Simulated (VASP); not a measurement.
# Mg2Sn (Fm-3m) in VASP: notebook

Mg2Sn is run at these levels: LDA; tasks: single point, relaxation of cell and atoms.

All numbers are computed with VASP 6.6.1; they aren't measurements. Logs are shortened: lines on timing, memory, paths and dates and some standing lists are left out, and cuts for length are marked.

### Step 1. The cell of the first run

It takes space group Fm-3m (No. 225, cubic). The conventional cell has a = 6.760 Å, b = 6.760 Å, c = 6.760 Å, α = 90.00°, β = 90.00°, γ = 90.00°. Within 3.9 Å of Mg (site symmetry -43m) lie 4 Sn at 2.93 Å and 6 Mg at 3.38 Å. Sn (site symmetry m-3m) has 8 Mg at 2.93 Å within 3.9 Å.

### Step 2. Single point, LDA

INCAR

```
SYSTEM = Mg2Sn
PREC     = Accurate       ! precision mode
ENCUT    = 600            ! plane-wave cutoff, eV
EDIFF    = 1E-6           ! SCF threshold, eV
ISMEAR   = 0              ! smearing method
SIGMA    = 0.1            ! smearing width, eV
LREAL    = .False.        ! projectors in reciprocal space
LASPH    = .True.         ! aspherical terms in the spheres
NELM     = 120            ! most SCF steps
ALGO     = Normal         ! electronic algorithm
ISIF     = 2              ! what is computed and relaxed
LWAVE    = .False.        ! write WAVECAR
LCHARG   = .False.        ! write CHGCAR
NBANDS   = 16             ! bands
GGA_COMPAT= .False.
```

KPOINTS

```
regular mesh
0
Gamma
  6 6 6
  0 0 0
```

POSCAR

```
Mg2Sn
1.0
    0.0000000000      3.3801536900      3.3801536900
    3.3801536900      0.0000000000      3.3801536900
    3.3801536900      3.3801536900      0.0000000000
Mg Sn
2 1
Direct
    0.2500000000      0.2500000000      0.2500000000
    0.7500000000      0.7500000000      0.7500000000
    0.0000000000      0.0000000000      0.0000000000
```

Potentials or basis: VASP PAW LDA potentials, release 64 (Mg, Sn_d).

On the command line:

```console
$ cat potpaw_LDA.64/Mg/POTCAR potpaw_LDA.64/Sn_d/POTCAR > POTCAR
$ mpirun -np 1 vasp_std > vasp.out
```

OUTCAR:

```text
SYSTEM = Mg2Sn
   PREC = Accurate
   ENCUT = 600
   EDIFF = 1E-6
   ISMEAR = 0
   LREAL = .False.
   LASPH = .True.
   NELM = 120
   ISIF = 2

 ion  position               nearest neighbor table
   1  0.250  0.250  0.250-   3 2.93   3 2.93   3 2.93   3 2.93   2 3.38   2 3.38   2 3.38   2 3.38
                             2 3.38   2 3.38
   2  0.750  0.750  0.750-   3 2.93   3 2.93   3 2.93   3 2.93   1 3.38   1 3.38   1 3.38   1 3.38
                             1 3.38   1 3.38
   3  0.000  0.000  0.000-   2 2.93   2 2.93   2 2.93   1 2.93   2 2.93   1 2.93   1 2.93   1 2.93

  LATTYP: Found a face centered cubic cell.
 ALAT       =     6.7603073800

  Lattice vectors:

 A1 = (   0.0000000000,   3.3801536900,   3.3801536900)
 A2 = (   3.3801536900,   0.0000000000,   3.3801536900)
 A3 = (   3.3801536900,   3.3801536900,   0.0000000000)

Analysis of symmetry for initial positions (statically):
=====================================================================
 Subroutine PRICEL returns:
 Original cell was already a primitive cell.

 Routine SETGRP: Setting up the symmetry group for a
 face centered cubic supercell.

 Subroutine GETGRP returns: Found 48 space group operations
 (whereof 48 operations were pure point group operations)
 out of a pool of 48 trial point group operations.

The static configuration has the point symmetry O_h .

Analysis of symmetry for dynamics (positions and initial velocities):
=====================================================================
 Subroutine PRICEL returns:
 Original cell was already a primitive cell.

 Routine SETGRP: Setting up the symmetry group for a
 face centered cubic supercell.

 Subroutine GETGRP returns: Found 48 space group operations
 (whereof 48 operations were pure point group operations)
 out of a pool of 48 trial point group operations.

The dynamic configuration has the point symmetry O_h .

 Subroutine INISYM returns: Found 48 space group operations
 (whereof 48 operations are pure point group operations),
 and found     1 'primitive' translations

----------------------------------------------------------------------------------------

                                     Primitive cell

  volume of cell :      77.2395

  direct lattice vectors                    reciprocal lattice vectors
     0.000000000  3.380153690  3.380153690    -0.147922268  0.147922268  0.147922268
     3.380153690  0.000000000  3.380153690     0.147922268 -0.147922268  0.147922268
[... 80 lines left out ...]
   EDIFFG = 0.1E-04   stopping-criterion for IOM
   NSW    =      0    number of steps for IOM
   IBRION =     -1    ionic relax: 0-MD 1-quasi-New 2-CG
   NFREE  =      0    steps in history (QN), initial steepest desc. (CG)
   ISIF   =      2    stress and relaxation
   ISYM   =      2    0-nonsym 1-usesym 2-fastsym
   POTIM  = 0.5000    time-step for ionic-motion
   TEBEG  =    0.0;   TEEND  =   0.0 temperature during run
   PSTRESS=    0.0 pullay stress
   NELECT =      18.0000    total number of electrons
   NUPDOWN=      -1.0000    fix difference up-down
   EMIN   =  10.00;   EMAX   =-10.00  energy-range for DOS
   EFERMI =   0.00;   METHOD = LEGACY
   ISMEAR =     0;   SIGMA  =   0.10  broadening in eV -4-tet -1-fermi 0-gaus
   EFERMI_NEDOS =   21; number of points for ismear=-14 and -15
   IALGO  =     38    algorithm
   IMIX   =      4    mixing-type and parameters
     AMIX     =   0.40;   BMIX     =  1.00
     AMIX_MAG =   1.60;   BMIX_MAG =  1.00
  volume/ion in A,a.u.               =      25.75       173.75
  Fermi-wavevector in a.u.,A,eV,Ry     =   1.007440  1.903786 13.809036  1.014935
  Thomas-Fermi vector in A             =   2.140245
   LORBIT       =      0    0 simple, 1 ext, 2 COOP (PROOUT), +10 PAW based schemes
   GGA     = CA    functional components
   LHFCALC =     F    Hartree Fock is set to
   AEXX    =    0.0000 exact exchange contribution
   IVDW    =     0    specifies the selected vdW correction
   LEPSILON=     F    determine dielectric tensor
   LRPA    =     F    only Hartree local field effects (RPA)
 non-spin polarized calculation
 Gauss-broadening in eV      SIGMA  =   0.10
  energy-cutoff  :      600.00
  volume of cell :       77.24
 maximum number of plane-waves:      2637
 NGX is ok and might be reduce to    40
   NGX = 19   NGY = 19   NGZ = 19

 number of electron      18.0000002 magnetization

 Free energy of the ion-electron system (eV)
  ---------------------------------------------------
  ext. energy  EPLUGINS =         0.00000000
  ---------------------------------------------------
  free energy    TOTEN  =        -8.88573012 eV

  energy without entropy =       -8.88503697  energy(sigma->0) =       -8.88538354

 E-fermi :   3.9875     XC(G=0):  -8.9736

 val. band max:        3.8881839287   @ k =   0.5000   0.5000   0.0000
 cond. band min:       4.0817989970   @ k =   0.0000   0.0000   0.0000
 fundamental gap:      0.1936150683
 Fermi energy:         3.9874667724

 k-point     1 :       0.0000    0.0000    0.0000
  band No.  band energies     occupation
      1     -16.8120      2.00000
      2     -16.8120      2.00000
      3     -16.8120      2.00000
      4     -16.7724      2.00000
      5     -16.7724      2.00000
      6      -5.0513      2.00000
[... 281 lines left out ...]
      3     -16.8051      2.00000
      4     -16.7737      2.00000
      5     -16.7701      2.00000
      6      -3.2815      2.00000
[... 8 lines left out ...]
     15      11.9351      0.00000
     16      12.3050      0.00000

------------------------ aborting loop because EDIFF is reached ----------------------------------------

  FORCE on cell =-STRESS in cart. coord.  units (eV):
  Direction    XX          YY          ZZ          XY          YZ          ZX
  --------------------------------------------------------------------------------------
  -------------------------------------------------------------------------------------
  Total       -1.0162124     -1.0162124     -1.0162124      0.0000000      0.0000000     -0.0000000
  in kB      -21.0792791    -21.0792791    -21.0792791      0.0000000      0.0000000     -0.0000000
  external PRESSURE =     -21.0792791 kB  Pullay stress =       0.0000000 kB

 VOLUME and BASIS-vectors are now :
 -----------------------------------------------------------------------------
  energy-cutoff  :      600.00
  volume of cell :       77.24
      direct lattice vectors                 reciprocal lattice vectors
     0.000000000  3.380153690  3.380153690    -0.147922268  0.147922268  0.147922268
     3.380153690  0.000000000  3.380153690     0.147922268 -0.147922268  0.147922268
     3.380153690  3.380153690  0.000000000     0.147922268  0.147922268 -0.147922268

 POSITION                                       TOTAL-FORCE (eV/Angst)
 -----------------------------------------------------------------------------------
      1.69008      1.69008      1.69008         0.000000      0.000000      0.000000
      5.07023      5.07023      5.07023        -0.000000     -0.000000     -0.000000
      0.00000      0.00000      0.00000         0.000000     -0.000000     -0.000000
 -----------------------------------------------------------------------------------
    total drift:                               -0.000000      0.000000     -0.000000

  FREE ENERGIE OF THE ION-ELECTRON SYSTEM (eV)
  ---------------------------------------------------
  free  energy   TOTEN  =        -8.8857301196 eV

  energy  without entropy=       -8.8850369668  energy(sigma->0) =       -8.88538354
```

OSZICAR:

```text
N       E                     dE             d eps       ncg     rms          rms(c)
DAV:   1     0.996131195170E+02    0.99613E+02   -0.89580E+03   520   0.128E+03
DAV:   2    -0.476621694176E+00   -0.10009E+03   -0.96917E+02   584   0.336E+02
DAV:   3    -0.904243977543E+01   -0.85658E+01   -0.85462E+01   632   0.802E+01
DAV:   4    -0.926723196227E+01   -0.22479E+00   -0.22474E+00   656   0.140E+01
DAV:   5    -0.927683365583E+01   -0.96017E-02   -0.96016E-02   768   0.265E+00    0.338E+00
DAV:   6    -0.896819389115E+01    0.30864E+00   -0.26767E-01   656   0.202E+00    0.179E+00
DAV:   7    -0.888699710825E+01    0.81197E-01   -0.20541E-01   624   0.258E+00    0.453E-01
DAV:   8    -0.888591664111E+01    0.10805E-02   -0.17576E-02   664   0.145E+00    0.199E-01
DAV:   9    -0.888578853735E+01    0.12810E-03   -0.16034E-03   656   0.485E-01    0.469E-02
DAV:  10    -0.888572803640E+01    0.60501E-04   -0.22885E-04   656   0.883E-02    0.180E-02
DAV:  11    -0.888573073977E+01   -0.27034E-05   -0.23676E-05   680   0.370E-02    0.718E-03
DAV:  12    -0.888573011960E+01    0.62017E-06   -0.15146E-06   448   0.118E-02
   1 F= -.88857301E+01 E0= -.88853835E+01  d E =-.693153E-03
```

stdout:

```text
POSCAR found type information on POSCAR MgSn
 POSCAR found :  2 types and       3 ions
 scaLAPACK will be used
 LDA part: xc-table for (Slater(with rela. corr.)+CA(PZ))
 , standard interpolation
 POSCAR, INCAR and KPOINTS ok, starting setup
 FFT: planning ... GRIDC
 FFT: planning ... GRID_SOFT
 FFT: planning ... GRID
 WAVECAR not read
 entering main loop
```

It took 37 s on 1 thread of Intel Xeon 8259CL, shared host; peak memory 0.2 GiB.

What came out:

| Item | Value |
| --- | --- |
| Free energy | -8.8857 eV |
| Pressure | -2.1 GPa |
| Band gap on the k mesh | zero (bands 9 and 10 overlap by 0.19 eV) |

Caveat: spin-orbit coupling is left out, which moves the levels of the heavy elements.

### Step 3. Single point, LDA

This run uses another cell than the first one, of 24.67 Å³/atom.

INCAR

```
PREC = Accurate
ENCUT = 600
EDIFF = 1E-6
ISMEAR = 0
SIGMA = 0.1
LREAL = False
LASPH = True
NELM = 120
ALGO = Normal
ISIF = 2
LWAVE = False
LCHARG = False
GGA = CA
NBANDS = 16
GGA_COMPAT = False
```

KPOINTS

```
regular mesh
0
Gamma
  12 12 12
```

POSCAR

```
Mg2Sn
1.0
    0.0000000000      3.3322235313      3.3322235313
    3.3322235313      0.0000000000      3.3322235313
    3.3322235313      3.3322235313      0.0000000000
Mg Sn
2 1
Direct
    0.2500000000      0.2500000000      0.2500000000
    0.7500000000      0.7500000000      0.7500000000
    0.0000000000      0.0000000000      0.0000000000
```

Potentials or basis: VASP PAW LDA potentials, release 64 (Mg, Sn_d).

On the command line:

```console
$ cat potpaw_LDA.64/Mg/POTCAR potpaw_LDA.64/Sn_d/POTCAR > POTCAR
$ mpirun -np 1 vasp_std > vasp.out
```

It took 3 min on 1 thread of Intel Xeon 8259CL, shared host; peak memory 0.27 GiB.

The run converged. Its results:

| Property | Result |
| --- | --- |
| Free energy | -8.9387 eV |
| Pressure | -0.3 GPa |
| Band gap on the k mesh | zero (bands 9 and 10 overlap by 0.12 eV) |

Levels at points of the mesh, in eV from the Fermi level:
| k point | band 5 | band 6 | band 7 | band 8 | band 9 | band 10 | band 11 | band 12 | band 13 | band 14 |
| --- | --- | --- | --- | --- | --- | --- | --- | --- | --- | --- |
| (0.00, 0.00, 0.00) | -20.85 | -9.31 | 0.02 | 0.02 | 0.02 | 1.58 | 2.25 | 2.25 | 2.25 | 4.19 |
| (0.50, 0.00, 0.00) | -20.85 | -7.99 | -4.93 | -0.83 | -0.83 | 0.78 | 2.30 | 2.30 | 4.01 | 7.07 |
| (0.50, 0.50, 0.00) | -20.84 | -7.46 | -4.70 | -2.14 | -2.14 | -0.09 | 0.15 | 7.40 | 7.40 | 7.59 |

Caveat: spin-orbit coupling is left out, which moves the levels of the heavy elements.

### Step 4. Relaxation of cell and atoms, LDA

INCAR

```
SYSTEM = Mg2Sn
PREC = Accurate ; ENCUT = 600
EDIFF = 1E-7 ; ISMEAR = 0
SIGMA = 0.1 ; LREAL = .False.
LASPH = .True. ; NELM = 120
ALGO = Normal ; ISIF = 3
LWAVE = .False. ; LCHARG = .False.
IBRION = 2 ; NSW = 100
EDIFFG = -0.002 ; GGA_COMPAT = .False.
NELMIN = 4
```

KPOINTS

```
regular mesh
0
Gamma
  12 12 12
  0 0 0
```

POSCAR

```
Mg2Sn
1.0
    0.0000000000      3.3801536900      3.3801536900
    3.3801536900      0.0000000000      3.3801536900
    3.3801536900      3.3801536900      0.0000000000
Mg Sn
2 1
Direct
    0.2500000000      0.2500000000      0.2500000000
    0.7500000000      0.7500000000      0.7500000000
    0.0000000000      0.0000000000      0.0000000000
```

Potentials or basis: VASP PAW LDA potentials, release 64 (Mg, Sn_d).

On the command line:

```console
$ cat potpaw_LDA.64/Mg/POTCAR potpaw_LDA.64/Sn_d/POTCAR > POTCAR
$ mpirun -np 1 vasp_std > vasp.out
```

OUTCAR:

```text
SYSTEM = Mg2Sn
   PREC = Accurate
   ENCUT = 600
   EDIFF = 1E-7
   ISMEAR = 0
   LREAL = .False.
   LASPH = .True.
   NELM = 120
   ISIF = 3
   IBRION = 2
   NSW = 100
   EDIFFG = -0.002
   NELMIN = 4

 ion  position               nearest neighbor table
   1  0.250  0.250  0.250-   3 2.93   3 2.93   3 2.93   3 2.93   2 3.38   2 3.38   2 3.38   2 3.38
                             2 3.38   2 3.38
   2  0.750  0.750  0.750-   3 2.93   3 2.93   3 2.93   3 2.93   1 3.38   1 3.38   1 3.38   1 3.38
                             1 3.38   1 3.38
   3  0.000  0.000  0.000-   2 2.93   2 2.93   2 2.93   1 2.93   2 2.93   1 2.93   1 2.93   1 2.93

  LATTYP: Found a face centered cubic cell.
 ALAT       =     6.7603073800

  Lattice vectors:

 A1 = (   0.0000000000,   3.3801536900,   3.3801536900)
[... 277 lines left out ...]
      4     -16.4440      2.00000
      5     -16.4440      2.00000
      6      -4.9311      2.00000
      7       4.4296      0.76370
      8       4.4296      0.76370
      9       4.4296      0.76370
     10       6.0166      0.00000
     11       6.6689      0.00000
     12       6.6689      0.00000
     13       6.6689      0.00000
[... 354 lines left out ...]
  band No.  band energies     occupation
      1     -16.4878      2.00000
      2     -16.4856      2.00000
      3     -16.4843      2.00000
      4     -16.4437      2.00000
      5     -16.4429      2.00000
      6      -3.4657      2.00000
      7      -0.2884      2.00000
      8       2.0572      2.00000
      9       3.2563      2.00000
     10       5.6515      0.00000
     11       7.1683      0.00000
     12       7.5003      0.00000
     13       9.7742      0.00000

 [... further k-points ...]

------------------------ aborting loop because EDIFF is reached ----------------------------------------

  FORCE on cell =-STRESS in cart. coord.  units (eV):
  Direction    XX          YY          ZZ          XY          YZ          ZX
  --------------------------------------------------------------------------------------
  -------------------------------------------------------------------------------------
  Total       -0.0008733     -0.0008733     -0.0008733     -0.0000000     -0.0000000      0.0000000
  in kB       -0.0190239     -0.0190239     -0.0190239     -0.0000000     -0.0000000      0.0000000
  external PRESSURE =      -0.0190239 kB  Pullay stress =       0.0000000 kB
[... 18 lines left out ...]
  FREE ENERGIE OF THE ION-ELECTRON SYSTEM (eV)
  ---------------------------------------------------
  free  energy   TOTEN  =        -8.9392031024 eV

  energy  without entropy=       -8.9378030471  energy(sigma->0) =       -8.93850307

 reached required accuracy - stopping structural energy minimisation
```

It took 5.2 min on 1 thread of Intel Xeon 8259CL, shared host; peak memory 0.28 GiB.

Results:

```yaml
Free_energy: -8.9392 eV
Relaxed_volume: 24.52 Å³/atom
Relaxed_cell: a = 4.703 Å, b = 4.703 Å, c = 4.703 Å, α = 60.00°, β = 60.00°, γ = 60.00°
Space_group_after_relaxing_to_0.1_Å: Fm-3m (No. 225)
Energy_gained_by_relaxing: 8.4 meV/atom
Ionic_steps: 3
Pressure_after_relaxing: 0.0 GPa
Band_gap_on_the_k_mesh: zero (bands 9 and 10 overlap by 0.11 eV)
```

The path:
```tsv
step	energy change (eV)	largest force (eV/Å)	pressure (GPa)	volume (Å³)
1	0.0000	0.0000	-2.10	77.24
2	-0.0252	0.0000	0.01	73.53
3	-0.0252	0.0000	0.00	73.55
```

Final structure:
```
CELL_PARAMETERS angstrom
0.00000 3.32541 3.32541
3.32541 0.00000 3.32541
3.32541 3.32541 0.00000
ATOMIC_POSITIONS crystal
Mg 0.25000 0.25000 0.25000
Mg 0.75000 0.75000 0.75000
Sn 0.00000 0.00000 0.00000
```

Caveat: spin-orbit coupling is left out, which moves the levels of the heavy elements.

### Step 5. Overview

| task | cell | k mesh | gap on the mesh (eV) | pressure (GPa) |
| --- | --- | --- | --- | --- |
| single point | a = 4.780 Å, angles 60.0°, 3 atoms | 6 × 6 × 6 | none | -2.1 |
| single point | a = 4.712 Å, angles 60.0°, 3 atoms | 12 × 12 × 12 | none | -0.3 |
| relaxation of cell and atoms | relaxed from a = 4.780 Å, angles 60.0°, 3 atoms | 12 × 12 × 12 | none | 0.0 |

Alike in all rows: level LDA; potentials or basis VASP PAW LDA potentials, release 64 (Mg, Sn_d); no spin polarisation; cutoff (eV) 600; smearing gaussian 0.1 eV.

Caveats: spin-orbit coupling is left out, which moves the levels of the heavy elements.

Absolute energies hang on the potentials; compare differences alone.

The gap in the log of VASP goes by the Fermi energy; the results here count the filled bands.